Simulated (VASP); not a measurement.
# MoSe (P3m1) in VASP: further runs

Runs on MoSe. Level: PBE. Tasks: single point.

Everything below comes from runs of VASP 6.6.1. Logs are shortened: lines on timing, memory, paths and dates and some standing lists are left out, and cuts for length are marked.

## Step 1: The cell of the first run

The structure is trigonal, space group P3m1 (No. 156). Conventional cell: a = 3.494 Å, b = 3.494 Å, c = 4.402 Å, α = 90.00°, β = 90.00°, γ = 120.00°. Within 2.7 Å of Mo (site symmetry 3m) lie 3 Se at 2.06 Å. Se (site symmetry 3m) has 3 Mo at 2.06 Å within 2.7 Å.

## Step 2: Single point, PBE (volume scaled by 1.02)

Contents of INCAR:

```
PREC = Accurate ; ENCUT = 520
EDIFF = 1E-7 ; ISMEAR = -1
SIGMA = 0.05 ; LREAL = False
LASPH = True ; NELM = 80
ALGO = Normal ; ISIF = 2
LWAVE = False ; LCHARG = False
GGA = PE ; NBANDS = 17
```

Contents of KPOINTS:

```
Automatic mesh
0
Gamma
  9 9 6
```

Contents of POSCAR:

```
MoSe
1.0
    3.4936538201      0.0000000000      0.0000000000
   -1.7468269151      3.0255929632      0.0000000000
    0.0000000000      0.0000000000      4.4017550935
Mo Se
1 1
Direct
    0.6666666700      0.3333333300      0.0254445500
    0.3333333300      0.6666666700      0.1184304700
```

Potentials or basis: VASP PAW PBE potentials, release 64 (Mo_sv, Se).

Run with:

```sh
$ cat potpaw_PBE.64/Mo_sv/POTCAR potpaw_PBE.64/Se/POTCAR > POTCAR
$ mpirun -np 1 vasp_std > vasp.out
```

OUTCAR:

```text
PREC = Accurate
   ENCUT = 520
   EDIFF = 1E-7
   ISMEAR = -1
   LREAL = False
   LASPH = True
   NELM = 80
   ISIF = 2
   GGA = PE

 ion  position               nearest neighbor table
   1  0.667  0.333  0.025-   2 2.06   2 2.06   2 2.06
   2  0.333  0.667  0.118-   1 2.06   1 2.06   1 2.06

  LATTYP: Found a hexagonal cell.
 ALAT       =     3.4936538201
 C/A-ratio  =     1.2599288081

  Lattice vectors:

 A1 = (   3.4936538201,   0.0000000000,   0.0000000000)
 A2 = (  -1.7468269151,   3.0255929632,   0.0000000000)
 A3 = (   0.0000000000,   0.0000000000,   4.4017550935)

Analysis of symmetry for initial positions (statically):
=====================================================================
 Subroutine PRICEL returns:
 Original cell was already a primitive cell.

 Routine SETGRP: Setting up the symmetry group for a
 hexagonal supercell.

 Subroutine GETGRP returns: Found  6 space group operations
 (whereof  6 operations were pure point group operations)
 out of a pool of 24 trial point group operations.

The static configuration has the point symmetry C_3v.

Analysis of symmetry for dynamics (positions and initial velocities):
=====================================================================
 Subroutine PRICEL returns:
 Original cell was already a primitive cell.

 Routine SETGRP: Setting up the symmetry group for a
 hexagonal supercell.

 Subroutine GETGRP returns: Found  6 space group operations
 (whereof  6 operations were pure point group operations)
 out of a pool of 24 trial point group operations.

The dynamic configuration has the point symmetry C_3v.

 Subroutine INISYM returns: Found  6 space group operations
 (whereof  6 operations are pure point group operations),
 and found     1 'primitive' translations

----------------------------------------------------------------------------------------

                                     Primitive cell

  volume of cell :      46.5282

  direct lattice vectors                    reciprocal lattice vectors
     3.493653820  0.000000000  0.000000000     0.286233282  0.165256863  0.000000000
    -1.746826915  3.025592963  0.000000000     0.000000000  0.330513725  0.000000000
     0.000000000  0.000000000  4.401755094     0.000000000  0.000000000  0.227182108

  length of vectors
[... 71 lines left out ...]
   NGXF,Y,Z  is equivalent  to a cutoff of  26.65, 26.65, 27.19 a.u.
 SYSTEM =  unknown system
   PREC   = accura    normal or accurate (medium, high low for compatibility)
   ISTART =      0    job   : 0-new  1-cont  2-samecut
   ICHARG =      2    charge: 1-file 2-atom 10-const
   ISPIN  =      1    spin polarized calculation?
   LNONCOLLINEAR =      F non collinear calculations
   LSORBIT =      F    spin-orbit coupling
   LASPH  =      T    aspherical Exc in radial PAW
   ENCUT  =  520.0 eV  38.22 Ry    6.18 a.u.   6.50  6.50  8.18*2*pi/ulx,y,z
   NELM   =     80;   NELMIN=  2; NELMDL= -5     # of ELM steps
   EDIFF  = 0.1E-06   stopping-criterion for ELM
   LREAL  =      F    real-space projection
   EDIFFG = 0.1E-05   stopping-criterion for IOM
   NSW    =      0    number of steps for IOM
   IBRION =     -1    ionic relax: 0-MD 1-quasi-New 2-CG
   NFREE  =      0    steps in history (QN), initial steepest desc. (CG)
   ISIF   =      2    stress and relaxation
   ISYM   =      2    0-nonsym 1-usesym 2-fastsym
   POTIM  = 0.5000    time-step for ionic-motion
   TEBEG  =    0.0;   TEEND  =   0.0 temperature during run
   PSTRESS=    0.0 pullay stress
   NELECT =      20.0000    total number of electrons
   NUPDOWN=      -1.0000    fix difference up-down
   EMIN   =  10.00;   EMAX   =-10.00  energy-range for DOS
   EFERMI =   0.00;   METHOD = LEGACY
   ISMEAR =    -1;   SIGMA  =   0.05  broadening in eV -4-tet -1-fermi 0-gaus
   EFERMI_NEDOS =   21; number of points for ismear=-14 and -15
   IALGO  =     38    algorithm
   IMIX   =      4    mixing-type and parameters
     AMIX     =   0.40;   BMIX     =  1.00
     AMIX_MAG =   1.60;   BMIX_MAG =  1.00
  volume/ion in A,a.u.               =      23.26       156.99
  Fermi-wavevector in a.u.,A,eV,Ry     =   1.235509  2.334774 20.769071  1.526484
  Thomas-Fermi vector in A             =   2.370156
   LORBIT       =      0    0 simple, 1 ext, 2 COOP (PROOUT), +10 PAW based schemes
   GGA     = PE    functional components
   LHFCALC =     F    Hartree Fock is set to
   AEXX    =    0.0000 exact exchange contribution
   IVDW    =     0    specifies the selected vdW correction
   LEPSILON=     F    determine dielectric tensor
   LRPA    =     F    only Hartree local field effects (RPA)
 non-spin polarized calculation
  energy-cutoff  :      520.00
  volume of cell :       46.53
 maximum number of plane-waves:      1279
 NGX is ok and might be reduce to    28
   NGX = 13   NGY = 13   NGZ = 17

 number of electron      19.9999999 magnetization

 Free energy of the ion-electron system (eV)
  ---------------------------------------------------
  ext. energy  EPLUGINS =         0.00000000
  ---------------------------------------------------
  free energy    TOTEN  =        -8.26054515 eV

  energy without entropy =       -8.22227881  energy(sigma->0) =       -8.24141198

 E-fermi :   5.4364     XC(G=0):  -9.7102

 val. band max:        5.4296689530   @ k =  -0.2222  -0.4444   0.1667
 cond. band min:       5.4436946272   @ k =   0.2222   0.2222   0.0000
 fundamental gap:      0.0140256742
 Fermi energy:         5.4363969219

 k-point     1 :       0.0000    0.0000    0.0000
  band No.  band energies     occupation
      1     -54.6513      2.00000
      2     -29.2294      2.00000
      3     -29.2294      2.00000
      4     -28.6391      2.00000
      5      -9.8280      2.00000
      6      -0.8111      2.00000
[... 457 lines left out ...]
      4     -28.6187      2.00000
      5      -8.9220      2.00000
      6      -0.9816      2.00000
[... 9 lines left out ...]
     16      14.7523      0.00000
     17      16.5560      0.00000

 [... further k-points ...]
[... 5 lines left out ...]
  --------------------------------------------------------------------------------------
  -------------------------------------------------------------------------------------
  Total       27.8835603     27.8835603      0.4327049     -0.0000000      0.0000000      0.0000000
  in kB      960.1576823    960.1576842     14.8999949     -0.0000016      0.0000000      0.0000000
  external PRESSURE =     645.0717872 kB  Pullay stress =       0.0000000 kB

 VOLUME and BASIS-vectors are now :
 -----------------------------------------------------------------------------
  energy-cutoff  :      520.00
  volume of cell :       46.53
      direct lattice vectors                 reciprocal lattice vectors
     3.493653820  0.000000000  0.000000000     0.286233282  0.165256863  0.000000000
    -1.746826915  3.025592963  0.000000000     0.000000000  0.330513725  0.000000000
     0.000000000  0.000000000  4.401755094     0.000000000  0.000000000  0.227182108

 POSITION                                       TOTAL-FORCE (eV/Angst)
 -----------------------------------------------------------------------------------
      1.74683      1.00853      0.11200        -0.000000      0.000000     -5.792880
     -0.00000      2.01706      0.52130         0.000000     -0.000000      5.792880
 -----------------------------------------------------------------------------------
    total drift:                               -0.000031      0.000018     -0.000148

  FREE ENERGIE OF THE ION-ELECTRON SYSTEM (eV)
  ---------------------------------------------------
  free  energy   TOTEN  =        -8.2605451497 eV

  energy  without entropy=       -8.2222788053  energy(sigma->0) =       -8.24141198
```

stdout:

```text
POSCAR found type information on POSCAR MoSe
 POSCAR found :  2 types and       2 ions
 scaLAPACK will be used
 LDA part: xc-table for (Slater+PW92), standard interpolation
 POSCAR, INCAR and KPOINTS ok, starting setup
 FFT: planning ... GRIDC
 FFT: planning ... GRID_SOFT
 FFT: planning ... GRID
 WAVECAR not read
 entering main loop
```

Run time: 75 s. Hardware: 1 thread of AMD EPYC 7R13, shared host; peak memory 0.17 GiB.

What came out:

```
Free energy            : -8.2605 eV
Pressure               : 64.5 GPa
Largest force          : 5.793 eV/Å
Band gap on the k mesh : zero (band 10 reaches 5.65 eV, above the bottom of band 11 at 5.35 eV)
```

Forces in eV/Å, atoms in the order of the input:
```
Mo   0.000  0.000 -5.793
Se   0.000  0.000  5.793
```

Caveat: forces of over 1 eV/Å act on the atoms, so gaps and moduli don't describe the material at rest.

## Step 3: Single point, PBE (volume scaled by 1.04)

Contents of INCAR:

```
SYSTEM = MoSe
ALGO     = Normal         ! electronic algorithm
EDIFF    = 1E-7           ! SCF threshold, eV
ENCUT    = 520            ! plane-wave cutoff, eV
GGA      = PE             ! functional
ISIF     = 2              ! what is computed and relaxed
ISMEAR   = -1             ! smearing method
LASPH    = .TRUE.         ! aspherical terms in the spheres
LCHARG   = .FALSE.        ! write CHGCAR
LREAL    = .FALSE.        ! projectors in reciprocal space
LWAVE    = .FALSE.        ! write WAVECAR
NBANDS   = 17             ! bands
NELM     = 100            ! most SCF steps
PREC     = Accurate       ! precision mode
SIGMA    = 0.05           ! smearing width, eV
```

Contents of KPOINTS:

```
k-points
0
G
  9 9 6
  0 0 0
```

Contents of POSCAR:

```
MoSe
1.0
    3.5163405195      0.0000000000      0.0000000000
   -1.7581702648      3.0452402212      0.0000000000
    0.0000000000      0.0000000000      4.4303387197
Mo Se
1 1
Direct
    0.6666666700      0.3333333300      0.0254445500
    0.3333333300      0.6666666700      0.1184304700
```

Potentials or basis: VASP PAW PBE potentials, release 64 (Mo_sv, Se).

Run with:

```sh
$ cat potpaw_PBE.64/Mo_sv/POTCAR potpaw_PBE.64/Se/POTCAR > POTCAR
$ mpirun -np 1 vasp_std > vasp.out
```

Wall time 77 s (1 thread of AMD EPYC 7R13, shared host); peak memory 0.17 GiB.

It converged, with:

* Free energy: -8.6132 eV
* Pressure: 59.3 GPa
* Largest force: 5.406 eV/Å
* Band gap on the k mesh: zero (band 10 reaches 5.46 eV, above the bottom of band 11 at 5.18 eV)

Forces on the atoms (eV/Å):
```
Mo   0.000  0.000 -5.406
Se   0.000  0.000  5.406
```

Stress tensor (GPa, compression positive):
```
88.48  0.00  0.00
 0.00 88.48  0.00
 0.00  0.00  1.08
```

Levels at points of the mesh, in eV from the Fermi level:
```
           k point  band 6  band 7  band 8  band 9  band 10  band 11  band 12  band 13  band 14  band 15
(0.00, 0.00, 0.00)   -6.16   -6.16   -4.43   -0.70     0.13     0.13     4.40     7.01     7.96     7.96
(0.00, 0.00, 0.50)   -6.14   -6.14   -5.13    0.01     0.01     0.59     5.04     5.86     7.92     7.92
```

Caveat: forces of over 1 eV/Å act on the atoms, so gaps and moduli don't describe the material at rest.

(Continued in part 2 of 2.)
